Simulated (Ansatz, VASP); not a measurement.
TlRe3: VASP beside Ansatz

```
Tl Re
1.0
     4.03931    0.00000    0.00000
     0.00000    4.03931    0.00000
     0.00000    0.00000    4.03931
Tl Re
1 3
Direct
  0.00000 0.00000 0.00000
  0.00000 0.50000 0.50000
  0.50000 0.00000 0.50000
  0.50000 0.50000 0.00000
```

Alike in both runs: functional PBE; k mesh 12 × 12 × 12; occupations gaussian, width 0.1 eV; no spin polarisation.

Ansatz relaxed the structure, and its values are those at the end. VASP's run is a single point on that final structure, the one shown.

```csv
,VASP,Ansatz
version,VASP 6.6.1,Ansatz 0.2.0
potentials or method,"VASP PAW PBE potentials, release 64 (Tl_d, Re), cutoff 520 eV","scalar-relativistic, plane waves, PAW"
valence electrons in the cell,34,58
```

VASP gave:

```
gap on the k mesh at the Fermi level (eV) : none
pressure (GPa)                            : -0.2
```

**Question.** What did Ansatz give for the same quantities?

**Answer.** gap on the k mesh at the Fermi level (eV): none; pressure (GPa): 0.0.

A gap of «none» marks a metal or a gap that the smearing closes. The functional is the same, so the differences come from potentials, cutoffs and numerics. VASP's potentials hold 34 valence electrons a cell and Ansatz's 58, so a difference there can come from the potentials and not from the codes.

Spin-orbit coupling is off throughout.
